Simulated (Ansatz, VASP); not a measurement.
Two plane-wave programs on Sb2Te3O2

```xyz
7
Lattice="5.9591 0.0000 0.0000 0.0000 5.9591 0.0000 0.0000 0.0000 9.9103" Properties=species:S:1:pos:R:3 pbc="T T T"
Sb    2.9796    2.9796    1.7041
Sb    2.9796    2.9796    8.2062
Te    0.0000    2.9796    9.3691
Te    2.9796    0.0000    0.5412
Te    0.0000    0.0000    0.0000
O     2.9796    2.9796    3.5258
O     2.9796    2.9796    6.3845
```

Alike in both runs: functional PBE; k mesh 3 × 3 × 2; occupations gaussian, width 0.15 eV; no spin polarisation.

Ansatz relaxed the structure, and its values are those at the end. VASP's run is a single point on that final structure, the one shown.

|  | VASP | Ansatz |
| --- | --- | --- |
| version | VASP 6.6.1 | Ansatz 0.2.0 |
| potentials or method | VASP PAW PBE potentials, release 64 (Sb, Te, O), cutoff 520 eV | scalar-relativistic, plane waves, PAW |
| valence electrons in the cell | 40 | 90 |

```csv
,VASP,Ansatz,Ansatz less VASP
gap on the k mesh at the Fermi level (eV),0.32,0.32,+0.008
least direct gap on the mesh (eV),0.36,0.36,+0.008
pressure (GPa),0.3,0.1,-0.20
rms of the force components (eV/Å),0.192,0.028,-0.1641
```

One of these differences is far larger than is usual between the two programs; its cause wasn't traced. VASP's potentials hold 40 valence electrons a cell and Ansatz's 90, so a difference there can come from the potentials and not from the codes.

Neither program's run includes spin-orbit coupling.
